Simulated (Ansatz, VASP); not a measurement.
Te2Mo in VASP and in Ansatz

File POSCAR:

```
Te2Mo
1.0
    3.4009996484      0.0000000000      0.0000000000
   -1.7004998242      2.9453520938      0.0000000000
    0.0000000000      0.0000000000     16.7352291844
Te Mo
2 1
Direct
    0.3333333333      0.6666666667      0.8894316937
    0.3333333333      0.6666666667      0.1105683063
    0.0000000000      0.0000000000      0.0000000000
```

Contents of INCAR.step1:

```
SYSTEM = Te2Mo
PREC = Accurate
ENCUT = 520
ISMEAR = 0
SIGMA = 0.02
LREAL = .False.
LASPH = .True.
NELM = 100
NBANDS = 20
GGA = PE
ALGO = Normal
EDIFF = 1E-4
LWAVE = .True.
LCHARG = .False.
```

File INCAR.step2:

```
SYSTEM = Te2Mo
PREC = Accurate
ENCUT = 520
EDIFF = 1E-6
ISMEAR = 0
SIGMA = 0.02
LREAL = .False.
LASPH = .True.
NELM = 100
ALGO = Normal
ISIF = 2
LWAVE = .False.
LCHARG = .False.
METAGGA = R2SCAN
LMIXTAU = .True.
NBANDS = 20
ISTART = 1
```

Contents of KPOINTS:

```
Automatic mesh
0
Gamma
  12 12 2
  0 0 0
```

Input for Ansatz:

```yaml
crystal:
  lattice:
    - [3.4009996484, 0.0, 0.0]
    - [-1.7004998242, 2.9453520938, 0.0]
    - [0.0, 0.0, 16.7352291844]
  atoms:
    - { symbol: Te, position: [0.3333333333, 0.6666666667, 0.8894316937] }
    - { symbol: Te, position: [0.3333333333, 0.6666666667, 0.1105683063] }
    - { symbol: Mo, position: [0.0, 0.0, 0.0] }
basis:
  ecutwfc: 500
kpoints:
  mp_grid: { grid: [12, 12, 2] }
  band_path: { path: [VBM, CBM], npoints: 2 }
hamiltonian:
  xc: r2scan
scf:
  occupations: { method: gaussian, width: 0.02 }
output:
  forces: true
  stress: true
  eigenvalues: true
checkpoint:
  read: start.run
  write: ck
  compress: false
  write_wavefunctions: false
  write_every: 100000
```

Alike in both runs: task single point; functional r2SCAN; k mesh 12 × 12 × 2; occupations gaussian, width 0.02 eV; no spin polarisation.

|  | VASP | Ansatz |
| --- | --- | --- |
| version | VASP 6.6.1 | Ansatz 0.2.0 |
| potentials or method | VASP PAW PBE potentials, release 64 (Te, Mo_sv), cutoff 520 eV | scalar-relativistic, plane waves, PAW |
| valence electrons in the cell | 26 | 46 |

```tsv
	VASP	Ansatz	Ansatz less VASP
gap on the k mesh at the Fermi level (eV)	1.28	1.28	-0.005
least direct gap on the mesh (eV)	1.56	1.56	-0.004
rms of the force components (eV/Å)	0.014	0.001	-0.0122
```

VASP's potentials were made for PBE, not for r2SCAN. Atom by atom the forces differ by 0.012 eV/Å (rms over components). The functional is the same, so the differences come from potentials, cutoffs and numerics. VASP's potentials hold 26 valence electrons a cell and Ansatz's 46, so a difference there can come from the potentials and not from the codes.

Spin-orbit coupling is off throughout.
